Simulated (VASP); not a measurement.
# Na2ZnF4 in VASP: further runs

Runs on Na2ZnF4. Level: PBEsol. Tasks: single point.

All numbers are computed with VASP 6.6.1; they aren't measurements. Logs are shortened: lines on timing, memory, paths and dates and some standing lists are left out, and cuts for length are marked.

## Step 1: The cell of the first run

The typed cell holds 7 atoms: a = 5.669 Å, b = 3.171 Å, c = 5.670 Å, α = 90.00°, β = 108.20°, γ = 90.00°.

## Step 2: Single point, PBEsol

Input file INCAR:

```
SYSTEM = Na2ZnF4
PREC = Accurate
ENCUT = 520
EDIFF = 1E-6
ISMEAR = -1
SIGMA = 0.03
LREAL = .False.
LASPH = .True.
NELM = 60
ALGO = Normal
ISIF = 2
LWAVE = .False.
LCHARG = .True.
GGA = PS
LELF = .True.
LVHAR = .True.
NBANDS = 36
```

Input file KPOINTS:

```
Automatic mesh
0
Gamma
  4 6 4
  0 0 0
```

Input file POSCAR:

```
Na2ZnF4
1.0
    5.6053013196      0.0000000000     -0.8484365578
    0.0000000000      3.1709214199      0.0000000000
   -0.9443291218      0.0000000000      5.5903518538
Na Zn F
2 1 4
Direct
    0.5714194732      0.5000000000      0.9047621544
    1.0714288773      0.5000000000      0.4047597168
    0.5714336574      0.0000000000      0.4047677220
    0.7895922621      0.0000000000      0.1865959770
    0.7713675942      0.5000000000      0.6046924851
    0.3714939091      0.5000000000      0.2048416715
    0.3532632266      0.0000000000      0.6229292730
```

Potentials or basis: VASP PAW PBE potentials, release 64 (Na_pv, Zn, F).

On the command line:

```console
$ cat potpaw_PBE.64/Na_pv/POTCAR potpaw_PBE.64/Zn/POTCAR potpaw_PBE.64/F/POTCAR > POTCAR
$ mpirun -np 1 vasp_std > vasp.out
```

OUTCAR:

```text
SYSTEM = Na2ZnF4
   PREC = Accurate
   ENCUT = 520
   EDIFF = 1E-6
   ISMEAR = -1
   LREAL = .False.
   LASPH = .True.
   NELM = 60
   ISIF = 2
   GGA = PS

 ion  position               nearest neighbor table
   1  0.571  0.500  0.905-   7 2.32   7 2.32   4 2.32   4 2.32   6 2.32   5 2.32
   2  0.071  0.500  0.405-   4 2.32   4 2.32   7 2.32   7 2.32   6 2.32   5 2.32
   3  0.571  0.000  0.405-   4 2.00   7 2.00   5 2.07   5 2.07   6 2.07   6 2.07
   4  0.790  0.000  0.187-   3 2.00   2 2.32   2 2.32   1 2.32   1 2.32
   5  0.771  0.500  0.605-   3 2.07   3 2.07   2 2.32   1 2.32
   6  0.371  0.500  0.205-   3 2.07   3 2.07   2 2.32   1 2.32
   7  0.353  0.000  0.623-   3 2.00   2 2.32   2 2.32   1 2.32   1 2.32

  LATTYP: Found a simple monoclinic cell.
 ALAT       =     5.6691487435
 B/A-ratio  =     0.5593293744
 C/A-ratio  =     1.0000706878
 COS(beta)  =    -0.3122536945

  Lattice vectors:

 A1 = (   5.6053013196,   0.0000000000,  -0.8484365578)
 A2 = (   0.0000000000,   3.1709214199,   0.0000000000)
 A3 = (  -0.9443291218,   0.0000000000,   5.5903518538)

Analysis of symmetry for initial positions (statically):
=====================================================================
 Subroutine PRICEL returns:
 Original cell was already a primitive cell.

 Routine SETGRP: Setting up the symmetry group for a
 simple monoclinic supercell.

 Subroutine GETGRP returns: Found  2 space group operations
 (whereof  2 operations were pure point group operations)
 out of a pool of  4 trial point group operations.

The static configuration has the point symmetry C_1h.

Analysis of symmetry for dynamics (positions and initial velocities):
=====================================================================
 Subroutine PRICEL returns:
 Original cell was already a primitive cell.

 Routine SETGRP: Setting up the symmetry group for a
 simple monoclinic supercell.

 Subroutine GETGRP returns: Found  2 space group operations
 (whereof  2 operations were pure point group operations)
 out of a pool of  4 trial point group operations.

The dynamic configuration has the point symmetry C_1h.

 Subroutine INISYM returns: Found  2 space group operations
 (whereof  2 operations are pure point group operations),
 and found     1 'primitive' translations

----------------------------------------------------------------------------------------

                                     Primitive cell

  volume of cell :      96.8222

  direct lattice vectors                    reciprocal lattice vectors
     5.605301320  0.000000000 -0.848436558     0.183083711  0.000000000  0.030926726
     0.000000000  3.170921420  0.000000000     0.000000000  0.315365746  0.000000000
    -0.944329122  0.000000000  5.590351854     0.027786250  0.000000000  0.183573305

  length of vectors
     5.669148744  3.170921420  5.669549483     0.185677429  0.315365746  0.185664304

  position of ions in fractional coordinates (direct lattice)
     0.571419473  0.500000000  0.904762154
     0.071428877  0.500000000  0.404759717
     0.571433657  0.000000000  0.404767722
     0.789592262  0.000000000  0.186595977
     0.771367594  0.500000000  0.604692485
     0.371493909  0.500000000  0.204841671
     0.353263227  0.000000000  0.622929273

  ion indices of the primitive-cell ions
   primitive index   ion index
                 1           1
                 2           2
                 3           3
                 4           4
                 5           5
                 6           6
                 7           7

----------------------------------------------------------------------------------------

 KPOINTS: Automatic mesh

Automatic generation of k-mesh.
 Grid dimensions read from file:
 generate k-points for:    4    6    4

 Generating k-lattice:

  Cartesian coordinates                     Fractional coordinates (reciprocal lattice)
     0.045770928  0.000000000  0.007731681     0.250000000  0.000000000  0.000000000
     0.000000000  0.052560958  0.000000000     0.000000000  0.166666667  0.000000000
     0.006946562  0.000000000  0.045893326     0.000000000  0.000000000  0.250000000

  Length of vectors
     0.046419357  0.052560958  0.046416076

  Shift w.r.t. Gamma in fractional coordinates (k-lattice)
     0.000000000  0.000000000  0.000000000

 Subroutine IBZKPT returns following result:
 ===========================================

 Found     40 irreducible k-points:

 Following reciprocal coordinates:
            Coordinates               Weight
  0.000000  0.000000  0.000000      1.000000
  0.250000  0.000000  0.000000      2.000000
  0.500000  0.000000  0.000000      1.000000
  0.000000  0.166667  0.000000      2.000000
  0.250000  0.166667  0.000000      4.000000
  0.500000  0.166667  0.000000      2.000000
[... 16 lines left out ...]
  0.500000  0.333333  0.250000      4.000000
 -0.250000  0.333333  0.250000      4.000000
 [... further k-points ...]
   k-points           NKPTS =     40   k-points in BZ     NKDIM =     40   number of bands    NBANDS=     36
   number of dos      NEDOS =    301   number of ions     NIONS =      7
   total plane-waves  NPLWV =  42336
   dimension x,y,z NGX =    42 NGY =   24 NGZ =   42
   dimension x,y,z NGXF=    84 NGYF=   48 NGZF=   84
   ions per type =               2   1   4
   NGX,Y,Z   is equivalent  to a cutoff of  12.32, 12.58, 12.32 a.u.
   NGXF,Y,Z  is equivalent  to a cutoff of  24.63, 25.17, 24.63 a.u.
 SYSTEM =  Na2ZnF4
   PREC   = accura    normal or accurate (medium, high low for compatibility)
   ISTART =      0    job   : 0-new  1-cont  2-samecut
   ICHARG =      2    charge: 1-file 2-atom 10-const
   ISPIN  =      1    spin polarized calculation?
   LNONCOLLINEAR =      F non collinear calculations
   LSORBIT =      F    spin-orbit coupling
   LASPH  =      T    aspherical Exc in radial PAW
   ENCUT  =  520.0 eV  38.22 Ry    6.18 a.u.  10.54  5.90 10.54*2*pi/ulx,y,z
   NELM   =     60;   NELMIN=  2; NELMDL= -5     # of ELM steps
   EDIFF  = 0.1E-05   stopping-criterion for ELM
   LREAL  =      F    real-space projection
   EDIFFG = 0.1E-04   stopping-criterion for IOM
   NSW    =      0    number of steps for IOM
   IBRION =     -1    ionic relax: 0-MD 1-quasi-New 2-CG
   NFREE  =      0    steps in history (QN), initial steepest desc. (CG)
   ISIF   =      2    stress and relaxation
   ISYM   =      2    0-nonsym 1-usesym 2-fastsym
   POTIM  = 0.5000    time-step for ionic-motion
   TEBEG  =    0.0;   TEEND  =   0.0 temperature during run
   PSTRESS=    0.0 pullay stress
   NELECT =      54.0000    total number of electrons
   NUPDOWN=      -1.0000    fix difference up-down
   EMIN   =  10.00;   EMAX   =-10.00  energy-range for DOS
   EFERMI =   0.00;   METHOD = LEGACY
   ISMEAR =    -1;   SIGMA  =   0.03  broadening in eV -4-tet -1-fermi 0-gaus
   EFERMI_NEDOS =   21; number of points for ismear=-14 and -15
   IALGO  =     38    algorithm
   IMIX   =      4    mixing-type and parameters
     AMIX     =   0.40;   BMIX     =  1.00
     AMIX_MAG =   1.60;   BMIX_MAG =  1.00
  volume/ion in A,a.u.               =      13.83        93.34
  Fermi-wavevector in a.u.,A,eV,Ry     =   1.347559  2.546517 24.707026  1.815915
  Thomas-Fermi vector in A             =   2.475300
   LORBIT       =      0    0 simple, 1 ext, 2 COOP (PROOUT), +10 PAW based schemes
   GGA     = PS    functional components
   LHFCALC =     F    Hartree Fock is set to
   AEXX    =    0.0000 exact exchange contribution
   IVDW    =     0    specifies the selected vdW correction
   LEPSILON=     F    determine dielectric tensor
   LRPA    =     F    only Hartree local field effects (RPA)
 non-spin polarized calculation
  energy-cutoff  :      520.00
  volume of cell :       96.82
 maximum number of plane-waves:      2632
   NGX = 21   NGY = 11   NGZ = 21

 number of electron      53.9999977 magnetization

 Free energy of the ion-electron system (eV)
  ---------------------------------------------------
  ext. energy  EPLUGINS =         0.00000000
  ---------------------------------------------------
  free energy    TOTEN  =       -30.02645175 eV

  energy without entropy =      -30.02645175  energy(sigma->0) =      -30.02645175

 E-fermi :  -1.3890     XC(G=0):  -8.8703

 val. band max:       -2.1115717502   @ k =   0.5000   0.5000   0.5000
 cond. band min:       2.4136861675   @ k =   0.0000   0.0000   0.0000
 fundamental gap:      4.5252579176
 Fermi energy:        -1.3889887366

 k-point     1 :       0.0000    0.0000    0.0000
  band No.  band energies     occupation
      1     -22.9203      2.00000
      2     -22.8856      2.00000
      3     -22.6847      2.00000
      4     -22.3546      2.00000
      5     -21.8996      2.00000
      6     -21.8669      2.00000
[... 28 lines left out ...]
     35      11.4397      0.00000
     36      14.0349      0.00000

 k-point     2 :       0.2500    0.0000    0.0000
  band No.  band energies     occupation
      1     -23.0086      2.00000
      2     -22.8058      2.00000
      3     -22.6236      2.00000
      4     -22.4447      2.00000
      5     -21.8651      2.00000
      6     -21.8612      2.00000
[... 28 lines left out ...]
     35      11.3122      0.00000
     36      13.9615      0.00000

 k-point     3 :       0.5000    0.0000    0.0000
  band No.  band energies     occupation
      1     -23.0545      2.00000
      2     -22.7336      2.00000
      3     -22.5732      2.00000
      4     -22.5481      2.00000
      5     -21.8608      2.00000
      6     -21.8606      2.00000
[... 28 lines left out ...]
     35      11.9724      0.00000
     36      13.4317      0.00000
[... 742 lines left out ...]
 k-point    23 :       0.5000    0.3333    0.2500
  band No.  band energies     occupation
      1     -22.8760      2.00000
      2     -22.7325      2.00000
      3     -22.5499      2.00000
      4     -22.4648      2.00000
      5     -21.9301      2.00000
      6     -21.8657      2.00000
[... 28 lines left out ...]
     35      11.6227      0.00000
     36      11.9840      0.00000

 k-point    24 :      -0.2500    0.3333    0.2500
  band No.  band energies     occupation
      1     -22.8646      2.00000
      2     -22.7174      2.00000
      3     -22.5466      2.00000
      4     -22.5118      2.00000
      5     -21.9373      2.00000
      6     -21.8492      2.00000
[... 28 lines left out ...]
     35      10.9804      0.00000
     36      12.3254      0.00000

 [... further k-points ...]
[... 5 lines left out ...]
  --------------------------------------------------------------------------------------
  -------------------------------------------------------------------------------------
  Total        0.1095387      0.1304534      0.1054582      0.0000000      0.0000000     -0.0667734
  in kB        1.8126052      2.1586941      1.7450826      0.0000000      0.0000000     -1.1049410
  external PRESSURE =       1.9054606 kB  Pullay stress =       0.0000000 kB

 VOLUME and BASIS-vectors are now :
 -----------------------------------------------------------------------------
  energy-cutoff  :      520.00
  volume of cell :       96.82
      direct lattice vectors                 reciprocal lattice vectors
     5.605301320  0.000000000 -0.848436558     0.183083711  0.000000000  0.030926726
     0.000000000  3.170921420  0.000000000     0.000000000  0.315365746  0.000000000
    -0.944329122  0.000000000  5.590351854     0.027786250  0.000000000  0.183573305

 POSITION                                       TOTAL-FORCE (eV/Angst)
 -----------------------------------------------------------------------------------
      2.34859      1.58546      4.57313         0.000061      0.000000      0.000032
      0.01815      1.58546      2.20215        -0.000015      0.000000     -0.000010
      2.82082      0.00000      1.77797        -0.000080      0.000000     -0.000032
      4.24969      0.00000      0.37322         0.043813      0.000000     -0.043077
      3.75272      1.58546      2.72599         0.038734      0.000000      0.039483
      1.88890      1.58546      0.82995        -0.038684      0.000000     -0.039484
      1.39190      0.00000      3.18267        -0.043829      0.000000      0.043088
 -----------------------------------------------------------------------------------
    total drift:                                0.000013      0.000000      0.000018

  FREE ENERGIE OF THE ION-ELECTRON SYSTEM (eV)
  ---------------------------------------------------
  free  energy   TOTEN  =       -30.0264517539 eV

  energy  without entropy=      -30.0264517539  energy(sigma->0) =      -30.02645175
```

Wall time 78 s (1 thread of AMD EPYC 9R45 (Zen 5), shared host); peak memory 0.24 GiB.

Results:

- Free energy: -30.0265 eV
- Pressure: 0.2 GPa
- Largest force: 0.061 eV/Å
- Band gap on the k mesh: 4.53 eV (least direct gap 4.61 eV)

Forces in eV/Å, atoms in the order of the input:
```
Na   0.000  0.000  0.000
Na   0.000  0.000  0.000
Zn   0.000  0.000  0.000
F    0.044  0.000 -0.043
F    0.039  0.000  0.039
F   -0.039  0.000 -0.039
F   -0.044  0.000  0.043
```

Stress tensor (GPa, compression positive):
```
 0.18  0.00 -0.11
 0.00  0.22  0.00
-0.11  0.00  0.17
```

Caveat: the PAW data sets were made with another functional, which shifts forces and pressure a little. A k mesh can miss the band edges.

## Step 3: Single point, PBEsol

Input file INCAR:

```
SYSTEM = Na2ZnF4
PREC = Accurate ; ENCUT = 520
EDIFF = 1E-7 ; ISMEAR = -1
SIGMA = 0.05 ; LREAL = .FALSE.
LASPH = .TRUE. ; NELM = 100
ALGO = Normal ; ISIF = 2
LWAVE = .FALSE. ; LCHARG = .FALSE.
GGA = PS ; NBANDS = 36
```

Input file KPOINTS:

```
Automatic mesh
0
G
  4 6 4
  0 0 0
```

Input file POSCAR:

```
Na2ZnF4
1.0
    5.6070098402      0.0001392397     -0.8483511775
    0.0000499210      3.1707004138     -0.0002029635
   -0.9444345471     -0.0003666255      5.5909703177
Na Zn F
2 1 4
Direct
    0.5683754630      0.5079360493      0.9055768844
    1.0683707961      0.5079393885      0.4055881389
    0.5683651088      0.0079389328      0.4055731269
    0.7865040817      0.0079154185      0.1874458787
    0.7682624677      0.5079712693      0.6054841307
    0.3684710188      0.5079065491      0.2056684227
    0.3502395838      0.0079596943      0.6237125337
```

Potentials or basis: VASP PAW PBE potentials, release 64 (Na_pv, Zn, F).

On the command line:

```console
$ cat potpaw_PBE.64/Na_pv/POTCAR potpaw_PBE.64/Zn/POTCAR potpaw_PBE.64/F/POTCAR > POTCAR
$ mpirun -np 1 vasp_std > vasp.out
```

Wall time 1.7 min (1 thread of AMD EPYC 9R45 (Zen 5), shared host); peak memory 0.26 GiB.

It converged, with:

```yaml
Free_energy: -30.0265 eV
Pressure: 0.2 GPa
Largest_force: 0.062 eV/Å
Band_gap_on_the_k_mesh: 4.53 eV (least direct gap 4.61 eV)
```

Forces in eV/Å, atoms in the order of the input:
```
Na   0.000  0.000  0.000
Na   0.000  0.000  0.000
Zn   0.000 -0.001  0.000
F    0.044  0.000 -0.042
F    0.038  0.000  0.039
F   -0.037  0.000 -0.039
F   -0.044  0.000  0.043
```

Stress tensor (GPa, compression positive):
```
 0.20  0.00 -0.11
 0.00  0.26  0.00
-0.11  0.00  0.21
```

Levels at points of the mesh, in eV from the valence-band top:
```tsv
k point	band 24	band 25	band 26	band 27	band 28	band 29	band 30	band 31
(0.00, 0.00, 0.00)	-1.24	-1.16	-0.10	-0.09	4.53	8.90	9.59	9.91
(0.50, 0.00, 0.00)	-1.28	-1.15	-0.20	-0.09	5.78	7.00	9.94	10.15
(0.00, 0.00, 0.50)	-1.28	-1.15	-0.20	-0.09	5.78	7.00	9.94	10.15
(0.00, 0.50, 0.00)	-1.52	-1.31	-0.35	-0.16	8.20	9.80	10.73	11.76
(0.50, 0.50, 0.00)	-1.49	-1.30	-0.42	-0.06	8.48	9.99	10.78	10.91
(0.00, 0.50, 0.50)	-1.49	-1.30	-0.42	-0.06	8.48	9.99	10.78	10.91
(0.50, 0.00, 0.50)	-1.27	-1.12	-0.41	-0.09	6.31	7.82	8.72	8.77
(0.50, 0.50, 0.50)	-1.33	-1.30	-0.35	0.00	8.60	9.63	10.07	11.05
```

Caveat: the PAW data sets were made with another functional, which shifts forces and pressure a little. A k mesh can miss the band edges.
